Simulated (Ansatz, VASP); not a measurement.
Co in VASP and in Ansatz

Contents of INCAR:

```
ALGO = Normal ; EDIFF = 1E-8
ENCUT = 520 ; GGA = PS
ISIF = 2 ; ISMEAR = -1
ISPIN = 2 ; LASPH = True
LCHARG = False ; LEFG = True
LMAXMIX = 4 ; LORBIT = 11
LREAL = False ; LWAVE = False
MAGMOM = 2 2 ; NBANDS = 20
NELM = 150 ; PREC = Accurate
SIGMA = 0.05
```

File KPOINTS:

```
k-points
0
Gamma
  19 19 10
```

Contents of POSCAR:

```
Co
1.0
    2.4680156958      0.0000000000      0.0000000000
   -1.2340078479      2.1373642896      0.0000000000
    0.0000000000      0.0000000000      4.0081971921
Co
2
Direct
    0.3333333333      0.6666666667      0.2500000000
    0.6666666667      0.3333333333      0.7500000000
```

Input for Ansatz:

```yaml
crystal:
  lattice:
    - [2.4680156958, 0.0, 0.0]
    - [-1.2340078479, 2.1373642896, 0.0]
    - [0.0, 0.0, 4.0081971921]
  atoms:
    - { symbol: Co, position: [0.3333333333, 0.6666666667, 0.25], spin: 2.0 }
    - { symbol: Co, position: [0.6666666667, 0.3333333333, 0.75], spin: 2.0 }
magnetization:
  spin_polarized: true
kpoints:
  mp_grid: { grid: [19, 19, 10] }
scf:
  occupations: { method: fermi_dirac, width: 0.05 }
hamiltonian:
  xc: pbesol
  pseudopotentials: { kind: all_electron, datasets: crystal }
output:
  forces: true
  stress: true
  eigenvalues: true
  efg: { contact_densities: true }
```

Change from the starting cell: volume scaled by 0.9405, crystal datasets.

Alike in both runs: task electric field gradients; functional PBEsol; k mesh 19 × 19 × 10; occupations fermi-dirac, width 0.05 eV; collinear spin.

|  | VASP | Ansatz |
| --- | --- | --- |
| version | VASP 6.6.1 | Ansatz 0.2.0 |
| potentials or method | VASP PAW PBE potentials, release 64 (Co), cutoff 520 eV | all-electron PAW with datasets made for the crystal, scalar-relativistic |

Ansatz gave:

* pressure (GPa): -4.6
* traceless stress, the component that is largest in VASP (GPa): -1.13
* net moment per atom (μB): 1.59
* size of the moment on the site where the two differ most (μB): 1.65
* size of Vzz on the site where it differs most (V/Å²): 2.3

Q: What did VASP give for the same quantities?

A: Pressure (GPa): -5.3; traceless stress, the component that is largest in VASP (GPa): -1.16; net moment per atom (μB): 1.58; size of the moment on the site where the two differ most (μB): 1.59; size of Vzz on the site where it differs most (V/Å²): 2.8.

VASP's potentials were made for PBE, not for PBEsol. Site moments also hang on the region over which each program counts them. Ansatz ran all-electron here, and VASP with PAW potentials.
